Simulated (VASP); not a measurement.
MgO:

```xyz
2
Lattice="0.0000 2.1267 2.1267 2.1267 0.0000 2.1267 2.1267 2.1267 0.0000" Properties=species:S:1:pos:R:3 pbc="T T T"
Mg    0.0000    0.0000    0.0000
O     2.1267    2.1267    2.1267
```

- Program: VASP 6.6.1
- Task: relaxation of cell and atoms
- Functional: r2SCAN
- Potentials or basis: VASP PAW PBE potentials, release 64 (Mg_sv, O)
- Cutoff: 920 eV
- k mesh: 10 × 10 × 10
- Occupations: fermi-dirac, width 0.02 eV
- Spin: no spin polarisation

At the start: pressure -4.9 GPa; volume 9.62 Å³/atom.

Q: Where does the relaxation end?

A: Over 4 steps the energy falls by 4.5 meV/atom and the volume is 9.32 Å³/atom (-3.1 %); space group Fm-3m (No. 225, to 0.1 Å) before and after.

The path:
| step | energy change (eV) | largest force (eV/Å) | pressure (GPa) | volume (Å³) |
| --- | --- | --- | --- | --- |
| 1 | 0.0000 | 0.0000 | -4.86 | 19.24 |
| 2 | -0.0077 | 0.0000 | 1.82 | 18.44 |
| 3 | -0.0090 | 0.0000 | -0.14 | 18.65 |
| 4 | -0.0090 | 0.0000 | 0.00 | 18.64 |

Final structure:
```yaml
crystal:
  lattice:
    - [0.00000, 2.10429, 2.10429]
    - [2.10429, 0.00000, 2.10429]
    - [2.10429, 2.10429, 0.00000]
  atoms:
    - { symbol: Mg, position: [0.00000, 0.00000, 0.00000] }
    - { symbol: O, position: [0.50000, 0.50000, 0.50000] }
```

Caveat: the PAW data sets were made with another functional, which shifts forces and pressure a little.
